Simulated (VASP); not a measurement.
# Au (P6_3/mmc) in VASP: a series of runs

Au is run at these levels: PBEsol; tasks: single point.

Program: VASP 6.6.1. These are calculated values, not measurements. Logs are shortened: lines on timing, memory, paths and dates and some standing lists are left out, and cuts for length are marked.

## (1) The cell of the first run

The structure is hexagonal, space group P6_3/mmc (No. 194). Conventional cell: a = 2.946 Å, b = 2.946 Å, c = 4.532 Å, α = 90.00°, β = 90.00°, γ = 120.00°. Within 3.7 Å of Au (site symmetry -6m2) lie 12 Au at 2.83 to 2.95 Å.

## (2) Single point, PBEsol

INCAR

```
PREC = Accurate
ENCUT = 520
EDIFF = 1E-6
ISMEAR = 0
SIGMA = 0.15
LREAL = F
LASPH = T
NELM = 100
ALGO = Fast
ISIF = 2
LWAVE = F
LCHARG = F
GGA = PS
NBANDS = 18
```

KPOINTS

```
Automatic mesh
0
Gamma
  24 24 14
```

POSCAR

```
Au
1.0
    2.9459418442      0.0000000000      0.0000000000
   -1.4729709221      2.5512604752      0.0000000000
    0.0000000000      0.0000000000      4.5315467725
Au
2
Direct
    0.3333333333      0.6666666667      0.7500000000
    0.6666666667      0.3333333333      0.2500000000
```

Potentials or basis: VASP PAW PBE potentials, release 64 (Au).

The run is started by

```sh
> cat potpaw_PBE.64/Au/POTCAR > POTCAR
> mpirun -np 1 vasp_std > vasp.out
```

OUTCAR:

```text
PREC = Accurate
   ENCUT = 520
   EDIFF = 1E-6
   ISMEAR = 0
   LREAL = F
   LASPH = T
   NELM = 100
   ISIF = 2
   GGA = PS

 ion  position               nearest neighbor table
   1  0.333  0.667  0.750-   2 2.83   2 2.83   2 2.83   2 2.83   2 2.83   2 2.83
   2  0.667  0.333  0.250-   1 2.83   1 2.83   1 2.83   1 2.83   1 2.83   1 2.83

  LATTYP: Found a hexagonal cell.
 ALAT       =     2.9459418442
 C/A-ratio  =     1.5382336150

  Lattice vectors:

 A1 = (   2.9459418442,   0.0000000000,   0.0000000000)
 A2 = (  -1.4729709221,   2.5512604752,   0.0000000000)
 A3 = (   0.0000000000,   0.0000000000,   4.5315467725)

Analysis of symmetry for initial positions (statically):
=====================================================================
 Subroutine PRICEL returns:
 Original cell was already a primitive cell.

 Routine SETGRP: Setting up the symmetry group for a
 hexagonal supercell.

 Subroutine GETGRP returns: Found 24 space group operations
 (whereof 12 operations were pure point group operations)
 out of a pool of 24 trial point group operations.

The static configuration has the point symmetry D_3d.
 The point group associated with its full space group is D_6h.

Analysis of symmetry for dynamics (positions and initial velocities):
=====================================================================
 Subroutine PRICEL returns:
 Original cell was already a primitive cell.

 Routine SETGRP: Setting up the symmetry group for a
 hexagonal supercell.

 Subroutine GETGRP returns: Found 24 space group operations
 (whereof 12 operations were pure point group operations)
 out of a pool of 24 trial point group operations.

The dynamic configuration has the point symmetry D_3d.
 The point group associated with its full space group is D_6h.

 Subroutine INISYM returns: Found 24 space group operations
 (whereof 12 operations are pure point group operations),
 and found     1 'primitive' translations

----------------------------------------------------------------------------------------

                                     Primitive cell

  volume of cell :      34.0585

  direct lattice vectors                    reciprocal lattice vectors
     2.945941844  0.000000000  0.000000000     0.339450014  0.195981557  0.000000000
    -1.472970922  2.551260475  0.000000000     0.000000000  0.391963114  0.000000000
     0.000000000  0.000000000  4.531546772     0.000000000  0.000000000  0.220675202

  length of vectors
     2.945941844  2.945941844  4.531546772     0.391963114  0.391963114  0.220675202

  position of ions in fractional coordinates (direct lattice)
     0.333333333  0.666666667  0.750000000
     0.666666667  0.333333333  0.250000000

  ion indices of the primitive-cell ions
   primitive index   ion index
                 1           1
                 2           2

----------------------------------------------------------------------------------------

 KPOINTS: Automatic mesh

Automatic generation of k-mesh.
 Grid dimensions read from file:
 generate k-points for:   24   24   14

 Generating k-lattice:

  Cartesian coordinates                     Fractional coordinates (reciprocal lattice)
     0.014143751  0.008165898  0.000000000     0.041666667  0.000000000  0.000000000
     0.000000000  0.016331796  0.000000000     0.000000000  0.041666667  0.000000000
     0.000000000  0.000000000  0.015762514     0.000000000  0.000000000  0.071428571

  Length of vectors
     0.016331796  0.016331796  0.015762514

  Shift w.r.t. Gamma in fractional coordinates (k-lattice)
     0.000000000  0.000000000  0.000000000

 Subroutine IBZKPT returns following result:
 ===========================================

 Found    488 irreducible k-points:

 Following reciprocal coordinates:
            Coordinates               Weight
  0.000000  0.000000  0.000000      1.000000
  0.041667  0.000000  0.000000      6.000000
  0.083333  0.000000  0.000000      6.000000
  0.125000  0.000000  0.000000      6.000000
  0.166667  0.000000  0.000000      6.000000
  0.208333  0.000000  0.000000      6.000000
[... 16 lines left out ...]
  0.416667  0.041667  0.000000     12.000000
  0.458333  0.041667  0.000000     12.000000
 [... further k-points ...]
   k-points           NKPTS =    488   k-points in BZ     NKDIM =    488   number of bands    NBANDS=     18
   number of dos      NEDOS =    301   number of ions     NIONS =      2
   total plane-waves  NPLWV =  20736
   dimension x,y,z NGX =    24 NGY =   24 NGZ =   36
   dimension x,y,z NGXF=    48 NGYF=   48 NGZF=   72
   ions per type =               2
   NGX,Y,Z   is equivalent  to a cutoff of  13.54, 13.54, 13.21 a.u.
   NGXF,Y,Z  is equivalent  to a cutoff of  27.09, 27.09, 26.41 a.u.
 SYSTEM =  unknown system
   PREC   = accura    normal or accurate (medium, high low for compatibility)
   ISTART =      0    job   : 0-new  1-cont  2-samecut
   ICHARG =      2    charge: 1-file 2-atom 10-const
   ISPIN  =      1    spin polarized calculation?
   LNONCOLLINEAR =      F non collinear calculations
   LSORBIT =      F    spin-orbit coupling
   LASPH  =      T    aspherical Exc in radial PAW
   ENCUT  =  520.0 eV  38.22 Ry    6.18 a.u.   5.48  5.48  8.43*2*pi/ulx,y,z
   NELM   =    100;   NELMIN=  2; NELMDL= -5     # of ELM steps
   EDIFF  = 0.1E-05   stopping-criterion for ELM
   LREAL  =      F    real-space projection
   EDIFFG = 0.1E-04   stopping-criterion for IOM
   NSW    =      0    number of steps for IOM
   IBRION =     -1    ionic relax: 0-MD 1-quasi-New 2-CG
   NFREE  =      0    steps in history (QN), initial steepest desc. (CG)
   ISIF   =      2    stress and relaxation
   ISYM   =      2    0-nonsym 1-usesym 2-fastsym
   POTIM  = 0.5000    time-step for ionic-motion
   TEBEG  =    0.0;   TEEND  =   0.0 temperature during run
   PSTRESS=    0.0 pullay stress
   NELECT =      22.0000    total number of electrons
   NUPDOWN=      -1.0000    fix difference up-down
   EMIN   =  10.00;   EMAX   =-10.00  energy-range for DOS
   EFERMI =   0.00;   METHOD = LEGACY
   ISMEAR =     0;   SIGMA  =   0.15  broadening in eV -4-tet -1-fermi 0-gaus
   EFERMI_NEDOS =   21; number of points for ismear=-14 and -15
   IALGO  =     68    algorithm
   IMIX   =      4    mixing-type and parameters
     AMIX     =   0.40;   BMIX     =  1.00
     AMIX_MAG =   1.60;   BMIX_MAG =  1.00
  volume/ion in A,a.u.               =      17.03       114.92
  Fermi-wavevector in a.u.,A,eV,Ry     =   1.415166  2.674275 27.248299  2.002694
  Thomas-Fermi vector in A             =   2.536632
   LORBIT       =      0    0 simple, 1 ext, 2 COOP (PROOUT), +10 PAW based schemes
   GGA     = PS    functional components
   LHFCALC =     F    Hartree Fock is set to
   AEXX    =    0.0000 exact exchange contribution
   IVDW    =     0    specifies the selected vdW correction
   LEPSILON=     F    determine dielectric tensor
   LRPA    =     F    only Hartree local field effects (RPA)
 non-spin polarized calculation
 RMM-DIIS sequential band-by-band and
 Gauss-broadening in eV      SIGMA  =   0.15
  energy-cutoff  :      520.00
  volume of cell :       34.06
 maximum number of plane-waves:       944
 NGX is ok and might be reduce to    24
   NGX = 11   NGY = 11   NGZ = 17

 number of electron      21.9999998 magnetization

 Free energy of the ion-electron system (eV)
  ---------------------------------------------------
  ext. energy  EPLUGINS =         0.00000000
  ---------------------------------------------------
  free energy    TOTEN  =        -7.78849058 eV

  energy without entropy =       -7.78150279  energy(sigma->0) =       -7.78499668

 E-fermi :   9.2277     XC(G=0): -12.8855

 val. band max:        9.1923081565   @ k =   0.2917   0.0417   0.3571
 cond. band min:       9.2288508010   @ k =   0.3333   0.1250   0.5000
 fundamental gap:      0.0365426445
 Fermi energy:         9.2276585349

 k-point     1 :       0.0000    0.0000    0.0000
  band No.  band energies     occupation
      1      -0.6430      2.00000
      2       2.0762      2.00000
      3       4.7197      2.00000
      4       4.7197      2.00000
      5       4.9613      2.00000
      6       5.1518      2.00000
[... 10 lines left out ...]
     17      26.4624      0.00000
     18      26.4624      0.00000

 k-point     2 :       0.0417    0.0000    0.0000
  band No.  band energies     occupation
      1      -0.5918      2.00000
      2       2.1140      2.00000
      3       4.6405      2.00000
      4       4.7532      2.00000
      5       5.0355      2.00000
      6       5.1363      2.00000
[... 10 lines left out ...]
     17      26.3428      0.00000
     18      26.5263      0.00000

 k-point     3 :       0.0833    0.0000    0.0000
  band No.  band energies     occupation
      1      -0.4398      2.00000
      2       2.2233      2.00000
      3       4.4945      2.00000
      4       4.8526      2.00000
      5       5.0845      2.00000
      6       5.1515      2.00000
[... 10 lines left out ...]
     17      26.4602      0.00000
     18      26.7664      0.00000

 k-point     4 :       0.1250    0.0000    0.0000
  band No.  band energies     occupation
      1      -0.1922      2.00000
      2       2.3900      2.00000
      3       4.3375      2.00000
      4       4.9679      2.00000
      5       5.0145      2.00000
      6       5.0191      2.00000
[... 375 lines left out ...]
      4       4.3604      2.00000
      5       4.8167      2.00000
      6       5.2111      2.00000
[... 10 lines left out ...]
     17      22.4053      0.00000
     18      24.4628      0.00000

 k-point    23 :       0.4167    0.0417    0.0000
  band No.  band energies     occupation
      1       2.3920      2.00000
      2       2.5709      2.00000
      3       3.0094      2.00000
      4       4.3110      2.00000
      5       5.0826      2.00000
      6       5.1700      2.00000
[... 10 lines left out ...]
     17      21.8704      0.00000
     18      24.1251      0.00000

 k-point    24 :       0.4583    0.0417    0.0000
  band No.  band energies     occupation
      1       2.4540      2.00000
      2       2.5274      2.00000
      3       2.9467      2.00000
      4       4.2859      2.00000
      5       5.1492      2.00000
      6       5.2462      2.00000
[... 10 lines left out ...]
     17      21.5296      0.00000
     18      23.9549      0.00000

 [... further k-points ...]
[... 5 lines left out ...]
  --------------------------------------------------------------------------------------
  -------------------------------------------------------------------------------------
  Total       -0.4027149     -0.4027149      1.2742060      0.0000000      0.0000000      0.0000000
  in kB      -18.9444888    -18.9444888     59.9411112      0.0000000      0.0000000      0.0000000
  external PRESSURE =       7.3507112 kB  Pullay stress =       0.0000000 kB

 VOLUME and BASIS-vectors are now :
 -----------------------------------------------------------------------------
  energy-cutoff  :      520.00
  volume of cell :       34.06
      direct lattice vectors                 reciprocal lattice vectors
     2.945941844  0.000000000  0.000000000     0.339450014  0.195981557  0.000000000
    -1.472970922  2.551260475  0.000000000     0.000000000  0.391963114  0.000000000
     0.000000000  0.000000000  4.531546772     0.000000000  0.000000000  0.220675202

 POSITION                                       TOTAL-FORCE (eV/Angst)
 -----------------------------------------------------------------------------------
     -0.00000      1.70084      3.39866        -0.000000      0.000000      0.000000
      1.47297      0.85042      1.13289         0.000000     -0.000000      0.000000
 -----------------------------------------------------------------------------------
    total drift:                               -0.000000      0.000000     -0.000000

  FREE ENERGIE OF THE ION-ELECTRON SYSTEM (eV)
  ---------------------------------------------------
  free  energy   TOTEN  =        -7.7884905772 eV

  energy  without entropy=       -7.7815027859  energy(sigma->0) =       -7.78499668
```

Run time: 2.2 min. Hardware: 1 thread of AMD EPYC 7R13, shared host; peak memory 0.35 GiB.

Results:

- Free energy: -7.7885 eV
- Pressure: 0.7 GPa
- Band gap on the k mesh: zero (band 11 reaches 13.44 eV, above the bottom of band 12 at 6.67 eV)

Stress tensor (GPa, compression positive):
```
-1.89  0.00  0.00
 0.00 -1.89  0.00
 0.00  0.00  5.99
```

Levels at points of the mesh, in eV from the Fermi level:
| k point | band 8 | band 9 | band 10 | band 11 | band 12 | band 13 | band 14 | band 15 |
| --- | --- | --- | --- | --- | --- | --- | --- | --- |
| (0.00, 0.00, 0.00) | -3.95 | -3.95 | -2.10 | -2.10 | -0.49 | 3.88 | 14.11 | 16.87 |
| (0.50, 0.00, 0.00) | -2.13 | -1.83 | -1.64 | 0.11 | 1.14 | 6.42 | 7.86 | 7.96 |
| (0.00, 0.00, 0.50) | -4.60 | -2.56 | -2.56 | -2.56 | -2.56 | 12.60 | 12.60 | 14.48 |
| (0.50, 0.00, 0.50) | -2.37 | -1.93 | -1.93 | 0.35 | 0.35 | 3.85 | 3.85 | 13.20 |

Caveat: the PAW data sets were made with another functional, which shifts forces and pressure a little; spin-orbit coupling is left out, which moves the levels of the heavy elements.

(Part 1 of 3 ends here.)
